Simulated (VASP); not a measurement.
A run of VASP 6.6.1 is set up as follows.

File INCAR:

```
SYSTEM = TaTe
  ALGO = Normal
  EDIFF = 1E-6
  EDIFFG = -0.01
  ENCUT = 600
  GGA = PE
  IBRION = 2
  ISIF = 3
  ISMEAR = -1
  LASPH = .True.
  LCHARG = .False.
  LREAL = .False.
  LWAVE = .False.
  NELM = 100
  NSW = 60
  PREC = Accurate
  PSTRESS = 300.0
  SIGMA = 0.05
```

The input KPOINTS:

```
k-points
0
Gamma
  8 8 8
  0 0 0
```

POSCAR

```
TaTe
1.0
    3.4200900000      0.0000000000      0.0000000000
    0.0000000000      3.4200900000      0.0000000000
    0.0000000000      0.0000000000      3.4200900000
Ta Te
1 1
Direct
    0.5000000000      0.5000000000      0.5000000000
    0.0000000000      0.0000000000      0.0000000000
```

Potentials or basis: VASP PAW PBE potentials, release 64 (Ta_pv, Te).

The run is started by

```bash
$ cat potpaw_PBE.64/Ta_pv/POTCAR potpaw_PBE.64/Te/POTCAR > POTCAR
$ mpirun -np 1 vasp_std > vasp.out
```

Question: Estimate the relaxed cell.

Answer: a = 3.257 Å, b = 3.257 Å, c = 3.257 Å, α = 90.00°, β = 90.00°, γ = 90.00°.

Question: Estimate the space group after relaxing (to 0.05 Å).

Answer: Pm-3m (No. 221).

Question: What does it give for the relaxed volume?

Answer: 17.27 Å³/atom.

Step by step:
```tsv
step	energy change (eV)	largest force (eV/Å)	pressure (GPa)	volume (Å³)
1	0.0000	0.0000	0.13	40.00
2	10.6593	0.0000	324.02	22.07
3	0.2992	0.0000	23.34	35.45
4	0.3847	0.0000	27.22	34.90
5	0.4508	0.0000	30.05	34.53
```

Caveat: the cell is relaxed towards a set pressure, so the enthalpy falls and the energy may rise.
